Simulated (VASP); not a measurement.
# ZnS in VASP: notebook, part 3 of 3

VASP 6.6.1. Earlier steps stand in the parts before.

## (5) Single point, PBEsol (equal xx and yy strain of -3 %)

The input, INCAR:

```
PREC = Accurate
ENCUT = 520
EDIFF = 1E-6
ISMEAR = -1
SIGMA = 0.01
LREAL = F
LASPH = T
NELM = 100
ALGO = Normal
ISIF = 2
LWAVE = F
LCHARG = T
GGA = PS
LELF = T
LVHAR = T
NBANDS = 16
```

The input, KPOINTS:

```
regular mesh
0
Gamma
  8 8 8
```

The input, POSCAR:

```
ZnS
1.0
    0.0000000000      2.6235105000      2.7046500000
    2.6235105000      0.0000000000      2.7046500000
    2.6235105000      2.6235105000      0.0000000000
Zn S
1 1
Direct
    0.0000000000      0.0000000000      0.0000000000
    0.7500000000      0.7500000000      0.7500000000
```

Potentials or basis: VASP PAW PBE potentials, release 64 (Zn, S).

Command:

```console
$ cat potpaw_PBE.64/Zn/POTCAR potpaw_PBE.64/S/POTCAR > POTCAR
$ mpirun -np 1 vasp_std > vasp.out
```

OUTCAR:

```text
PREC = Accurate
   ENCUT = 520
   EDIFF = 1E-6
   ISMEAR = -1
   LREAL = F
   LASPH = T
   NELM = 100
   ISIF = 2
   GGA = PS

 ion  position               nearest neighbor table
   1  0.000  0.000  0.000-   2 2.30   2 2.30   2 2.30   2 2.30
   2  0.750  0.750  0.750-   1 2.30   1 2.30   1 2.30   1 2.30

  LATTYP: Found a body centered tetragonal cell.
 ALAT       =     3.7102041301
 C/A-ratio  =     1.4579521262

  Lattice vectors:

 A1 = (  -2.6235105000,   0.0000000000,   2.7046500000)
 A2 = (   2.6235105000,   0.0000000000,   2.7046500000)
 A3 = (   0.0000000000,   2.6235105000,  -2.7046500000)

Analysis of symmetry for initial positions (statically):
=====================================================================
 Subroutine PRICEL returns:
 Original cell was already a primitive cell.

 Routine SETGRP: Setting up the symmetry group for a
 body centered tetragonal supercell.

 Subroutine GETGRP returns: Found  8 space group operations
 (whereof  8 operations were pure point group operations)
 out of a pool of 16 trial point group operations.

The static configuration has the point symmetry D_2d.

Analysis of symmetry for dynamics (positions and initial velocities):
=====================================================================
 Subroutine PRICEL returns:
 Original cell was already a primitive cell.

 Routine SETGRP: Setting up the symmetry group for a
 body centered tetragonal supercell.

 Subroutine GETGRP returns: Found  8 space group operations
 (whereof  8 operations were pure point group operations)
 out of a pool of 16 trial point group operations.

The dynamic configuration has the point symmetry D_2d.

 Subroutine INISYM returns: Found  8 space group operations
 (whereof  8 operations are pure point group operations),
 and found     1 'primitive' translations

----------------------------------------------------------------------------------------

                                     Primitive cell

  volume of cell :      37.2312

  direct lattice vectors                    reciprocal lattice vectors
     0.000000000  2.623510500  2.704650000    -0.190584333  0.190584333  0.184866803
     2.623510500  0.000000000  2.704650000     0.190584333 -0.190584333  0.184866803
     2.623510500  2.623510500  0.000000000     0.190584333  0.190584333 -0.184866803

  length of vectors
     3.768015256  3.768015256  3.710204130     0.326834073  0.326834073  0.326834073

  position of ions in fractional coordinates (direct lattice)
     0.000000000  0.000000000  0.000000000
     0.750000000  0.750000000  0.750000000

  ion indices of the primitive-cell ions
   primitive index   ion index
                 1           1
                 2           2

----------------------------------------------------------------------------------------

 KPOINTS: regular mesh

Automatic generation of k-mesh.
 Grid dimensions read from file:
 generate k-points for:    8    8    8

 Generating k-lattice:

  Cartesian coordinates                     Fractional coordinates (reciprocal lattice)
    -0.023823042  0.023823042  0.023108350     0.125000000 -0.000000000  0.000000000
     0.023823042 -0.023823042  0.023108350    -0.000000000  0.125000000  0.000000000
     0.023823042  0.023823042 -0.023108350     0.000000000  0.000000000  0.125000000

  Length of vectors
     0.040854259  0.040854259  0.040854259

  Shift w.r.t. Gamma in fractional coordinates (k-lattice)
     0.000000000  0.000000000  0.000000000

 Subroutine IBZKPT returns following result:
 ===========================================

 Found     59 irreducible k-points:

 Following reciprocal coordinates:
            Coordinates               Weight
  0.000000  0.000000  0.000000      1.000000
  0.125000 -0.000000  0.000000      8.000000
  0.250000 -0.000000  0.000000      8.000000
  0.375000  0.000000  0.000000      8.000000
  0.500000 -0.000000  0.000000      4.000000
  0.125000  0.125000  0.000000      2.000000
[... 16 lines left out ...]
  0.250000 -0.000000  0.125000     16.000000
  0.375000  0.000000  0.125000     16.000000
 [... further k-points ...]
   k-points           NKPTS =     59   k-points in BZ     NKDIM =     59   number of bands    NBANDS=     16
   number of dos      NEDOS =    301   number of ions     NIONS =      2
   total plane-waves  NPLWV =  21952
   dimension x,y,z NGX =    28 NGY =   28 NGZ =   28
   dimension x,y,z NGXF=    56 NGYF=   56 NGZF=   56
   ions per type =               1   1
   NGX,Y,Z   is equivalent  to a cutoff of  12.35, 12.35, 12.55 a.u.
   NGXF,Y,Z  is equivalent  to a cutoff of  24.71, 24.71, 25.09 a.u.
 SYSTEM =  unknown system
   PREC   = accura    normal or accurate (medium, high low for compatibility)
   ISTART =      0    job   : 0-new  1-cont  2-samecut
   ICHARG =      2    charge: 1-file 2-atom 10-const
   ISPIN  =      1    spin polarized calculation?
   LNONCOLLINEAR =      F non collinear calculations
   LSORBIT =      F    spin-orbit coupling
   LASPH  =      T    aspherical Exc in radial PAW
   ENCUT  =  520.0 eV  38.22 Ry    6.18 a.u.   7.01  7.01  6.90*2*pi/ulx,y,z
   NELM   =    100;   NELMIN=  2; NELMDL= -5     # of ELM steps
   EDIFF  = 0.1E-05   stopping-criterion for ELM
   LREAL  =      F    real-space projection
   EDIFFG = 0.1E-04   stopping-criterion for IOM
   NSW    =      0    number of steps for IOM
   IBRION =     -1    ionic relax: 0-MD 1-quasi-New 2-CG
   NFREE  =      0    steps in history (QN), initial steepest desc. (CG)
   ISIF   =      2    stress and relaxation
   ISYM   =      2    0-nonsym 1-usesym 2-fastsym
   POTIM  = 0.5000    time-step for ionic-motion
   TEBEG  =    0.0;   TEEND  =   0.0 temperature during run
   PSTRESS=    0.0 pullay stress
   NELECT =      18.0000    total number of electrons
   NUPDOWN=      -1.0000    fix difference up-down
   EMIN   =  10.00;   EMAX   =-10.00  energy-range for DOS
   EFERMI =   0.00;   METHOD = LEGACY
   ISMEAR =    -1;   SIGMA  =   0.01  broadening in eV -4-tet -1-fermi 0-gaus
   EFERMI_NEDOS =   21; number of points for ismear=-14 and -15
   IALGO  =     38    algorithm
   IMIX   =      4    mixing-type and parameters
     AMIX     =   0.40;   BMIX     =  1.00
     AMIX_MAG =   1.60;   BMIX_MAG =  1.00
  volume/ion in A,a.u.               =      18.62       125.62
  Fermi-wavevector in a.u.,A,eV,Ry     =   1.284883  2.428076 22.462174  1.650923
  Thomas-Fermi vector in A             =   2.417050
   LORBIT       =      0    0 simple, 1 ext, 2 COOP (PROOUT), +10 PAW based schemes
   GGA     = PS    functional components
   LHFCALC =     F    Hartree Fock is set to
   AEXX    =    0.0000 exact exchange contribution
   IVDW    =     0    specifies the selected vdW correction
   LEPSILON=     F    determine dielectric tensor
   LRPA    =     F    only Hartree local field effects (RPA)
 non-spin polarized calculation
  energy-cutoff  :      520.00
  volume of cell :       37.23
 maximum number of plane-waves:      1018
   NGX = 13   NGY = 13   NGZ = 13

 number of electron      18.0000009 magnetization

 Free energy of the ion-electron system (eV)
  ---------------------------------------------------
  ext. energy  EPLUGINS =         0.00000000
  ---------------------------------------------------
  free energy    TOTEN  =        -7.57411972 eV

  energy without entropy =       -7.57411972  energy(sigma->0) =       -7.57411972

 E-fermi :   2.8020     XC(G=0): -10.1253

 val. band max:        2.6121615652   @ k =   0.0000   0.0000   0.0000
 cond. band min:       4.8015301549   @ k =   0.0000   0.0000   0.0000
 fundamental gap:      2.1893685897
 Fermi energy:         2.8020271758

 k-point     1 :       0.0000    0.0000    0.0000
  band No.  band energies     occupation
      1     -11.0044      2.00000
      2      -4.0641      2.00000
      3      -4.0439      2.00000
      4      -4.0439      2.00000
      5      -3.4889      2.00000
      6      -3.4757      2.00000
[... 8 lines left out ...]
     15      14.5605      0.00000
     16      14.6457      0.00000

 k-point     2 :       0.1250   -0.0000    0.0000
  band No.  band energies     occupation
      1     -10.8734      2.00000
      2      -4.0602      2.00000
      3      -4.0310      2.00000
      4      -4.0194      2.00000
      5      -3.4898      2.00000
      6      -3.4791      2.00000
[... 8 lines left out ...]
     15      13.9307      0.00000
     16      15.3211      0.00000
[... 387 lines left out ...]
      5      -3.5086      2.00000
      6      -3.4586      2.00000
[... 8 lines left out ...]
     15      14.4380      0.00000
     16      16.3031      0.00000

 k-point    24 :       0.3750    0.0000    0.1250
  band No.  band energies     occupation
      1     -10.1628      2.00000
      2      -3.9920      2.00000
      3      -3.9140      2.00000
      4      -3.8674      2.00000
      5      -3.4809      2.00000
      6      -3.4410      2.00000
[... 8 lines left out ...]
     15      15.3023      0.00000
     16      15.7705      0.00000

 [... further k-points ...]
[... 5 lines left out ...]
  --------------------------------------------------------------------------------------
  -------------------------------------------------------------------------------------
  Total        0.7626834      0.7626834      0.4565938      0.0000000     -0.0000000      0.0000000
  in kB       32.8207257     32.8207257     19.6487047      0.0000000     -0.0000000      0.0000000
  external PRESSURE =      28.4300520 kB  Pullay stress =       0.0000000 kB

 VOLUME and BASIS-vectors are now :
 -----------------------------------------------------------------------------
  energy-cutoff  :      520.00
  volume of cell :       37.23
      direct lattice vectors                 reciprocal lattice vectors
     0.000000000  2.623510500  2.704650000    -0.190584333  0.190584333  0.184866803
     2.623510500  0.000000000  2.704650000     0.190584333 -0.190584333  0.184866803
     2.623510500  2.623510500  0.000000000     0.190584333  0.190584333 -0.184866803

 POSITION                                       TOTAL-FORCE (eV/Angst)
 -----------------------------------------------------------------------------------
      0.00000      0.00000      0.00000         0.000000      0.000000     -0.000000
      3.93527      3.93527      4.05697        -0.000000     -0.000000      0.000000
 -----------------------------------------------------------------------------------
    total drift:                               -0.000002     -0.000002     -0.000003

  FREE ENERGIE OF THE ION-ELECTRON SYSTEM (eV)
  ---------------------------------------------------
  free  energy   TOTEN  =        -7.5741197166 eV

  energy  without entropy=       -7.5741197166  energy(sigma->0) =       -7.57411972
```

It took 38 s on 1 thread of Intel Xeon 6975P-C, shared host; peak memory 0.17 GiB.

What came out:

```
Free energy            : -7.5741 eV
Pressure               : 2.8 GPa
Band gap on the k mesh : 2.19 eV, direct
```

Stress tensor (GPa, compression positive):
```
3.28 0.00 0.00
0.00 3.28 0.00
0.00 0.00 1.96
```

Caveat: the cell differs from its parent crystal (equal xx and yy strain of -3 %); the PAW data sets were made with another functional, which shifts forces and pressure a little.

## (6) Single point, PBEsol (equal xx and yy strain of -2 %)

The input, INCAR:

```
SYSTEM = ZnS
  PREC = Accurate
  ENCUT = 520
  EDIFF = 1E-7
  ISMEAR = -1
  SIGMA = 0.01
  LREAL = .FALSE.
  LASPH = .TRUE.
  NELM = 100
  ALGO = Normal
  ISIF = 2
  LWAVE = .FALSE.
  LCHARG = .FALSE.
  GGA = PS
  NBANDS = 16
```

The input, KPOINTS:

```
Automatic mesh
0
G
  8 8 8
  0 0 0
```

The input, POSCAR:

```
ZnS
1.0
    0.0000000000      2.6505570000      2.7046500000
    2.6505570000      0.0000000000      2.7046500000
    2.6505570000      2.6505570000      0.0000000000
Zn S
1 1
Direct
    0.0000000000      0.0000000000      0.0000000000
    0.7500000000      0.7500000000      0.7500000000
```

Potentials or basis: VASP PAW PBE potentials, release 64 (Zn, S).

Command:

```console
$ cat potpaw_PBE.64/Zn/POTCAR potpaw_PBE.64/S/POTCAR > POTCAR
$ mpirun -np 1 vasp_std > vasp.out
```

Run time: 34 s. Hardware: 1 thread of Intel Xeon 6975P-C, shared host; peak memory 0.17 GiB.

It converged, with:

| Item | Value |
| --- | --- |
| Free energy | -7.5855 eV |
| Pressure | 1.1 GPa |
| Band gap on the k mesh | 2.11 eV, direct |

Stress tensor (GPa, compression positive):
```
1.38 0.00 0.00
0.00 1.38 0.00
0.00 0.00 0.51
```

Levels at points of the mesh, in eV from the valence-band top:
| k point | band 7 | band 8 | band 9 | band 10 | band 11 | band 12 |
| --- | --- | --- | --- | --- | --- | --- |
| (0.00, 0.00, 0.00) | -0.08 | 0.00 | 0.00 | 2.11 | 6.25 | 6.26 |
| (0.50, 0.00, 0.00) | -5.63 | -1.02 | -0.90 | 3.23 | 6.70 | 6.88 |
| (0.50, 0.50, 0.00) | -4.86 | -2.34 | -2.34 | 3.20 | 4.06 | 10.92 |
| (0.50, 0.00, 0.50) | -4.74 | -2.47 | -2.43 | 3.09 | 3.87 | 11.15 |

Caveat: the cell differs from its parent crystal (equal xx and yy strain of -2 %); the PAW data sets were made with another functional, which shifts forces and pressure a little.

## (7) The runs side by side

```tsv
cell	gap on the mesh (eV)	pressure (GPa)
a = 3.875 Å, angles 60.0°, 2 atoms	1.80	-4.5
a = 3.900 Å, angles 60.0°, 2 atoms	1.72	-5.5
a = 3.864 Å, angles 58.7°, 2 atoms	1.92	-1.9
a = 3.768, b = 3.768, c = 3.710 Å, angles 60.5, 60.5, 59.0°, 2 atoms	2.19	2.8
a = 3.787, b = 3.787, c = 3.748 Å, angles 60.3, 60.3, 59.3°, 2 atoms	2.11	1.1
```

Alike in all rows: task single point; level PBEsol; potentials or basis VASP PAW PBE potentials, release 64 (Zn, S); no spin polarisation; k mesh 8 × 8 × 8; cutoff (eV) 520; smearing fermi-dirac 0.01 eV.

Caveats: the PAW data sets were made with another functional, which shifts forces and pressure a little.

Absolute energies hang on the potentials; compare differences alone.
